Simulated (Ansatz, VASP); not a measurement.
**PbS: VASP beside Ansatz**

```xyz
2
Lattice="3.3136 0.0000 0.0000 0.0000 3.3136 0.0000 0.0000 0.0000 3.3136" Properties=species:S:1:pos:R:3 pbc="T T T"
Pb    0.0000    0.0000    0.0000
S     1.6568    1.6568    1.6568
```

Change from the starting cell: strain -0.080 along x and y, -0.080 along z, atoms carried along.

Alike in both runs: task single point; functional PBE; dispersion D3(BJ); k mesh 16 × 16 × 16; occupations gaussian, width 0.15 eV; no spin polarisation.

|  | VASP | Ansatz |
| --- | --- | --- |
| version | VASP 6.6.1 | Ansatz 0.2.0 |
| potentials or method | VASP PAW PBE potentials, release 64 (Pb_d, S), cutoff 520 eV | scalar-relativistic, plane waves, PAW |
| valence electrons in the cell | 20 | 20 |

```csv
,VASP,Ansatz,Ansatz less VASP
gap on the k mesh at the Fermi level (eV),none,none,-
pressure (GPa),25.1,25.2,+0.11
```

A gap of «none» marks a metal or a gap that the smearing closes.

Spin-orbit coupling is off throughout.
